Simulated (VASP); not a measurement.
# BiRh (P6_3/mmc) in VASP: further runs, part 2 of 2

VASP 6.6.1. The steps go on from the part before.

## Step 3: Single point, LDA (zz strain of -2 %)

Input file INCAR:

```
ALGO = Normal
EDIFF = 1E-6
ENCUT = 520
GGA = CA
ISIF = 2
ISMEAR = -1
LASPH = True
LCHARG = False
LREAL = False
LWAVE = False
NBANDS = 38
NELM = 100
PREC = Accurate
SIGMA = 0.03
```

Input file KPOINTS:

```
k-points
0
Gamma
  12 12 7
```

Input file POSCAR:

```
BiRh
1.0
    4.0940008647      0.0000000000      0.0000000000
   -2.0470004323      3.5455087519      0.0000000000
    0.0000000000      0.0000000000      5.5497400000
Bi Rh
2 2
Direct
    0.3333333333      0.6666666667      0.2500000000
    0.6666666667      0.3333333333      0.7500000000
    0.0000000000      0.0000000000      0.0000000000
    0.0000000000      0.0000000000      0.5000000000
```

Potentials or basis: VASP PAW LDA potentials, release 64 (Bi_d, Rh_pv).

The run is started by

```bash
$ cat potpaw_LDA.64/Bi_d/POTCAR potpaw_LDA.64/Rh_pv/POTCAR > POTCAR
$ mpirun -np 1 vasp_std > vasp.out
```

OUTCAR:

```text
EDIFF = 1E-6
   ENCUT = 520
   GGA = CA
   ISIF = 2
   ISMEAR = -1
   LASPH = True
   LREAL = False
   NELM = 100
   PREC = Accurate

 ion  position               nearest neighbor table
   1  0.333  0.667  0.250-   3 2.74   4 2.74   3 2.74   4 2.74   3 2.74   4 2.74   2 3.65   2 3.65
                             2 3.65   2 3.65   2 3.65   2 3.65
   2  0.667  0.333  0.750-   3 2.74   4 2.74   3 2.74   4 2.74   3 2.74   4 2.74   1 3.65   1 3.65
                             1 3.65   1 3.65   1 3.65   1 3.65
   3  0.000  0.000  0.000-   1 2.74   2 2.74   1 2.74   2 2.74   2 2.74   1 2.74   4 2.77   4 2.77
[... 1189 lines left out ...]
  --------------------------------------------------------------------------------------
  -------------------------------------------------------------------------------------
  Total        0.0359892      0.0359892      0.7752675      0.0000000     -0.0000000     -0.0000000
  in kB        0.7157868      0.7157868     15.4192420      0.0000000     -0.0000000     -0.0000000
  external PRESSURE =       5.6169385 kB  Pullay stress =       0.0000000 kB

 VOLUME and BASIS-vectors are now :
 -----------------------------------------------------------------------------
  energy-cutoff  :      520.00
  volume of cell :       80.56
      direct lattice vectors                 reciprocal lattice vectors
     4.094000865  0.000000000  0.000000000     0.244259841  0.141023485  0.000000000
    -2.047000432  3.545508752  0.000000000     0.000000000  0.282046970  0.000000000
     0.000000000  0.000000000  5.549740000     0.000000000  0.000000000  0.180188621

 POSITION                                       TOTAL-FORCE (eV/Angst)
 -----------------------------------------------------------------------------------
     -0.00000      2.36367      1.38743        -0.000000      0.000000      0.000000
      2.04700      1.18184      4.16230         0.000000      0.000000      0.000000
      0.00000      0.00000      0.00000        -0.000000     -0.000000      0.000000
      0.00000      0.00000      2.77487        -0.000000     -0.000000      0.000000
 -----------------------------------------------------------------------------------
    total drift:                               -0.000000      0.000000     -0.000000

  FREE ENERGIE OF THE ION-ELECTRON SYSTEM (eV)
  ---------------------------------------------------
  free  energy   TOTEN  =       -27.2003437088 eV

  energy  without entropy=      -27.1915156731  energy(sigma->0) =      -27.19592969
```

Run time: 82 s. Hardware: 1 thread of AMD EPYC 9R45 (Zen 5), shared host; peak memory 0.26 GiB.

What came out:

```
Free energy            : -27.2003 eV
Pressure               : 0.6 GPa
Band gap on the k mesh : zero (bands 30 and 31 overlap by 2.49 eV)
```

Caveat: the cell differs from its parent crystal (zz strain of -2 %); spin-orbit coupling is left out, which moves the levels of the heavy elements.

## Step 4: Single point, LDA (20.34 Å³/atom)

This run uses another cell than the first one, of 20.34 Å³/atom.

Input file INCAR:

```
PREC = Accurate
ENCUT = 520
EDIFF = 1E-6
ISMEAR = -1
SIGMA = 0.03
LREAL = False
LASPH = True
NELM = 60
ALGO = Normal
ISIF = 2
LWAVE = False
LCHARG = False
GGA = CA
NBANDS = 38
```

Input file KPOINTS:

```
Automatic mesh
0
Gamma
  12 12 7
```

Input file POSCAR:

```
BiRh
1.0
    4.0803084518      0.0000000000      0.0000000000
   -2.0401542259      3.5336507745      0.0000000000
    0.0000000000      0.0000000000      5.6440600592
Bi Rh
2 2
Direct
    0.3333333333      0.6666666667      0.2500000000
    0.6666666667      0.3333333333      0.7500000000
    0.0000000000      0.0000000000      0.0000000000
    0.0000000000      0.0000000000      0.5000000000
```

Potentials or basis: VASP PAW LDA potentials, release 64 (Bi_d, Rh_pv).

The run is started by

```bash
$ cat potpaw_LDA.64/Bi_d/POTCAR potpaw_LDA.64/Rh_pv/POTCAR > POTCAR
$ mpirun -np 1 vasp_std > vasp.out
```

OUTCAR:

```text
PREC = Accurate
   ENCUT = 520
   EDIFF = 1E-6
   ISMEAR = -1
   LREAL = False
   LASPH = True
   NELM = 60
   ISIF = 2
   GGA = CA

 ion  position               nearest neighbor table
   1  0.333  0.667  0.250-   3 2.75   4 2.75   3 2.75   4 2.75   3 2.75   4 2.75   2 3.68   2 3.68
                             2 3.68   2 3.68   2 3.68   2 3.68
   2  0.667  0.333  0.750-   3 2.75   4 2.75   3 2.75   4 2.75   3 2.75   4 2.75   1 3.68   1 3.68
                             1 3.68   1 3.68   1 3.68   1 3.68
   3  0.000  0.000  0.000-   1 2.75   2 2.75   1 2.75   2 2.75   2 2.75   1 2.75   4 2.82   4 2.82

   4  0.000  0.000  0.500-   1 2.75   2 2.75   1 2.75   2 2.75   2 2.75   1 2.75   3 2.82   3 2.82

  LATTYP: Found a hexagonal cell.
 ALAT       =     4.0803084518
 C/A-ratio  =     1.3832434792

  Lattice vectors:

 A1 = (   4.0803084518,   0.0000000000,   0.0000000000)
 A2 = (  -2.0401542259,   3.5336507745,   0.0000000000)
 A3 = (   0.0000000000,   0.0000000000,   5.6440600592)

Analysis of symmetry for initial positions (statically):
=====================================================================
 Subroutine PRICEL returns:
 Original cell was already a primitive cell.

[... 177 lines left out ...]
 cond. band min:       9.9341934136   @ k =   0.3333   0.0833   0.2857
 fundamental gap:      0.0149386662
 Fermi energy:         9.9238920309

 k-point     1 :       0.0000    0.0000    0.0000
  band No.  band energies     occupation
      1     -36.0704      2.00000
      2     -35.8587      2.00000
      3     -35.8587      2.00000
      4     -35.8324      2.00000
      5     -35.8324      2.00000
      6     -35.8143      2.00000
[... 973 lines left out ...]
     37      17.7919      0.00000
     38      18.0347      0.00000

 [... further k-points ...]

------------------------ aborting loop because EDIFF is reached ----------------------------------------

  FORCE on cell =-STRESS in cart. coord.  units (eV):
  Direction    XX          YY          ZZ          XY          YZ          ZX
  --------------------------------------------------------------------------------------
  -------------------------------------------------------------------------------------
  Total       -0.3108942     -0.3108942     -0.9147127      0.0000000     -0.0000000     -0.0000000
  in kB       -6.1208948     -6.1208948    -18.0088945      0.0000000     -0.0000000     -0.0000000
  external PRESSURE =     -10.0835614 kB  Pullay stress =       0.0000000 kB

 VOLUME and BASIS-vectors are now :
 -----------------------------------------------------------------------------
  energy-cutoff  :      520.00
  volume of cell :       81.38
      direct lattice vectors                 reciprocal lattice vectors
     4.080308452  0.000000000  0.000000000     0.245079511  0.141496722  0.000000000
    -2.040154226  3.533650774  0.000000000     0.000000000  0.282993443  0.000000000
     0.000000000  0.000000000  5.644060059     0.000000000  0.000000000  0.177177420

 POSITION                                       TOTAL-FORCE (eV/Angst)
 -----------------------------------------------------------------------------------
     -0.00000      2.35577      1.41102         0.000000     -0.000000      0.000000
      2.04015      1.17788      4.23305        -0.000000      0.000000      0.000000
      0.00000      0.00000      0.00000         0.000000      0.000000      0.000000
      0.00000      0.00000      2.82203         0.000000      0.000000      0.000000
 -----------------------------------------------------------------------------------
    total drift:                                0.000000     -0.000000      0.000000

  FREE ENERGIE OF THE ION-ELECTRON SYSTEM (eV)
  ---------------------------------------------------
  free  energy   TOTEN  =       -27.2004011071 eV

  energy  without entropy=      -27.1911480388  energy(sigma->0) =      -27.19577457
```

OSZICAR:

```text
N       E                     dE             d eps       ncg     rms          rms(c)
DAV:   1     0.791150648337E+03    0.79115E+03   -0.33426E+04  5862   0.204E+03
DAV:   2     0.447054099865E+02   -0.74645E+03   -0.72669E+03  5828   0.607E+02
DAV:   3    -0.246919287850E+02   -0.69397E+02   -0.66852E+02  6418   0.188E+02
DAV:   4    -0.274967101572E+02   -0.28048E+01   -0.27912E+01  6596   0.384E+01
DAV:   5    -0.276208881571E+02   -0.12418E+00   -0.12416E+00  8070   0.822E+00    0.920E+00
DAV:   6    -0.273007460961E+02    0.32014E+00   -0.39351E-01  7058   0.556E+00    0.469E+00
DAV:   7    -0.272105356116E+02    0.90210E-01   -0.20713E-01  7008   0.368E+00    0.119E+00
DAV:   8    -0.272020485128E+02    0.84871E-02   -0.44624E-02  6310   0.158E+00    0.307E-01
DAV:   9    -0.272004443753E+02    0.16041E-02   -0.88624E-03  6928   0.921E-01    0.644E-02
DAV:  10    -0.272004028282E+02    0.41547E-04   -0.40959E-04  7146   0.209E-01    0.285E-02
DAV:  11    -0.272004009580E+02    0.18702E-05   -0.35837E-05  7908   0.462E-02    0.502E-03
DAV:  12    -0.272004011071E+02   -0.14914E-06   -0.27621E-06  5246   0.130E-02
   1 F= -.27200401E+02 E0= -.27195775E+02  d E =-.925307E-02
```

Wall time 73 s (1 thread of AMD EPYC 9R45 (Zen 5), shared host); peak memory 0.26 GiB.

What came out:

```yaml
Free_energy: -27.2004 eV
Pressure: -1.0 GPa
Band_gap_on_the_k_mesh: zero (bands 30 and 31 overlap by 2.60 eV)
```

Caveat: spin-orbit coupling is left out, which moves the levels of the heavy elements.

## Step 5: Single point, LDA (zz strain of -1 %)

Input file INCAR:

```
SYSTEM = BiRh
PREC     = Accurate       ! precision mode
ENCUT    = 520            ! plane-wave cutoff, eV
EDIFF    = 1E-7           ! SCF threshold, eV
ISMEAR   = -1             ! smearing method
SIGMA    = 0.03           ! smearing width, eV
LREAL    = .FALSE.        ! projectors in reciprocal space
LASPH    = .TRUE.         ! aspherical terms in the spheres
NELM     = 100            ! most SCF steps
ALGO     = Normal         ! electronic algorithm
ISIF     = 2              ! what is computed and relaxed
LWAVE    = .FALSE.        ! write WAVECAR
LCHARG   = .FALSE.        ! write CHGCAR
GGA      = CA             ! functional
NBANDS   = 38             ! bands
```

Input file KPOINTS:

```
Automatic mesh
0
G
  12 12 7
  0 0 0
```

Input file POSCAR:

```
BiRh
1.0
    4.0940008647      0.0000000000      0.0000000000
   -2.0470004323      3.5455087519      0.0000000000
    0.0000000000      0.0000000000      5.6063700000
Bi Rh
2 2
Direct
    0.3333333333      0.6666666667      0.2500000000
    0.6666666667      0.3333333333      0.7500000000
    0.0000000000      0.0000000000      0.0000000000
    0.0000000000      0.0000000000      0.5000000000
```

The run is started by

```bash
$ cat potpaw_LDA.64/Bi_d/POTCAR potpaw_LDA.64/Rh_pv/POTCAR > POTCAR
$ mpirun -np 1 vasp_std > vasp.out
```

Wall time 79 s (1 thread of AMD EPYC 9R45 (Zen 5), shared host); peak memory 0.26 GiB.

The run converged. Its results:

- Free energy: -27.2024 eV
- Pressure: -1.0 GPa
- Band gap on the k mesh: zero (bands 30 and 31 overlap by 2.53 eV)

Levels at points of the mesh, in eV from the Fermi level:
| k point | band 27 | band 28 | band 29 | band 30 | band 31 | band 32 | band 33 | band 34 |
| --- | --- | --- | --- | --- | --- | --- | --- | --- |
| (0.00, 0.00, 0.00) | -0.97 | -0.97 | 1.30 | 1.30 | 1.46 | 3.35 | 3.37 | 4.57 |
| (0.50, 0.00, 0.00) | -1.89 | -1.66 | -1.14 | -1.00 | -0.90 | 0.06 | 2.96 | 5.28 |

Caveat: the cell differs from its parent crystal (zz strain of -1 %); spin-orbit coupling is left out, which moves the levels of the heavy elements.

## Step 6: The runs side by side

```tsv
cell	gap on the mesh (eV)	pressure (GPa)
a = 4.039, b = 4.039, c = 5.586 Å, angles 90.0, 90.0, 120.0°, 4 atoms	none	3.6
a = 4.094, b = 4.094, c = 5.550 Å, angles 90.0, 90.0, 120.0°, 4 atoms	none	0.6
a = 4.080, b = 4.080, c = 5.644 Å, angles 90.0, 90.0, 120.0°, 4 atoms	none	-1.0
a = 4.094, b = 4.094, c = 5.606 Å, angles 90.0, 90.0, 120.0°, 4 atoms	none	-1.0
```

Alike in all rows: task single point; level LDA; potentials or basis VASP PAW LDA potentials, release 64 (Bi_d, Rh_pv); no spin polarisation; k mesh 12 × 12 × 7; cutoff (eV) 520; smearing fermi-dirac 0.03 eV.

Caveats: spin-orbit coupling is left out, which moves the levels of the heavy elements; the cell stands under pressure (at least some runs).

Absolute energies hang on the potentials; compare differences alone.
